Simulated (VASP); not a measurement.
Input of a VASP 6.6.1 run:

INCAR

```
ALGO     = Fast           # electronic algorithm
EDIFF    = 1E-6           # SCF threshold, eV
ENCUT    = 520            # plane-wave cutoff, eV
GGA      = PS             # functional
ISIF     = 2              # what is computed and relaxed
ISMEAR   = 0              # smearing method
LASPH    = True           # aspherical terms in the spheres
LCHARG   = False          # write CHGCAR
LREAL    = False          # projectors in reciprocal space
LWAVE    = False          # write WAVECAR
NBANDS   = 22             # bands
NELM     = 80             # most SCF steps
PREC     = Accurate       # precision mode
SIGMA    = 0.15           # smearing width, eV
```

Contents of KPOINTS:

```
k-points
0
Gamma
  12 12 10
```

POSCAR

```
Al3Ni2
1.0
    3.9030611522      0.0000000000      0.0000000000
   -1.9515305761      3.3801501104      0.0000000000
    0.0000000000      0.0000000000      5.1024378412
Al Ni
3 2
Direct
    0.0000000000      0.0000000000      0.0000000000
    0.3333333333      0.6666666667      0.6477829059
    0.6666666667      0.3333333333      0.3522170941
    0.3333333333      0.6666666667      0.1455709067
    0.6666666667      0.3333333333      0.8544290933
```

Potentials or basis: VASP PAW PBE potentials, release 64 (Al, Ni).

Run with:

```sh
$ cat potpaw_PBE.64/Al/POTCAR potpaw_PBE.64/Ni/POTCAR > POTCAR
$ mpirun -np 1 vasp_std > vasp.out
```

(1) Estimate the largest force.

(2) Predict the pressure.

(3) Predict the band gap on the k mesh.

## Answers

(1) 0.148 eV/Å.

(2) 0.6 GPa.

(3) zero (an odd number of electrons rules out a gap without spin polarisation).

Caveat: the cell differs from its parent crystal (strain -0.025 along x and y, +0.050 along z); the PAW data sets were made with another functional, which shifts forces and pressure a little.
